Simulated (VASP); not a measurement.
Set up this calculation in VASP 6.6.1, as the native input.

```yaml
Task: relaxation of cell and atoms
Functional: PBEsol
Potentials_or_basis: VASP PAW PBE potentials, release 64 (Rb_sv, Br)
Cutoff: 600 eV
k_mesh: 6 × 6 × 6
Occupations: fermi-dirac, width 0.02 eV
Spin: no spin polarisation
Dipole_correction: no
Further_INCAR_settings: ALGO = Normal; EDIFF = 1e-06; IBRION = 2; EDIFFG = -0.005; NSW = 80; ISIF = 3
```

The structure of RbBr lies in POSCAR:

```
RbBr
1.0
    0.0000000000      3.8928605788      3.8928605788
    3.8928605788      0.0000000000      3.8928605788
    3.8928605788      3.8928605788      0.0000000000
Rb Br
1 1
Direct
    0.0000000000      0.0000000000      0.0000000000
    0.2500000000      0.2500000000      0.2500000000
```

One way to write it, as run:

INCAR

```
  ALGO = Normal
  EDIFF = 1E-6
  EDIFFG = -0.005
  ENCUT = 600
  GGA = PS
  IBRION = 2
  ISIF = 3
  ISMEAR = -1
  LASPH = True
  LCHARG = False
  LREAL = False
  LWAVE = False
  NELM = 60
  NSW = 80
  PREC = Accurate
  SIGMA = 0.02
```

KPOINTS

```
k-points
0
Gamma
  6 6 6
```

Potentials or basis: VASP PAW PBE potentials, release 64 (Rb_sv, Br).

Launch:

```bash
$ cat potpaw_PBE.64/Rb_sv/POTCAR potpaw_PBE.64/Br/POTCAR > POTCAR
$ mpirun -np 1 vasp_std > vasp.out
```

It gave:

| Property | Result |
| --- | --- |
| Relaxed volume | 56.04 Å³/atom |
| Relaxed cell | a = 5.412 Å, b = 5.412 Å, c = 5.412 Å, α = 60.00°, β = 60.00°, γ = 60.00° |
| Space group after relaxing (to 0.05 Å) | F-43m (No. 216) |
| Energy gained by relaxing | 4.2 meV/atom |
| Ionic steps | 3 |
| Pressure after relaxing | 0.0 GPa |
| Band gap on the k mesh | 4.16 eV, indirect (least direct gap 4.26 eV) |

Caveat: the PAW data sets were made with another functional, which shifts forces and pressure a little.

It took 76 s on 1 thread of Intel Xeon 6975P-C, with other jobs on the host, peak memory 0.34 GiB.
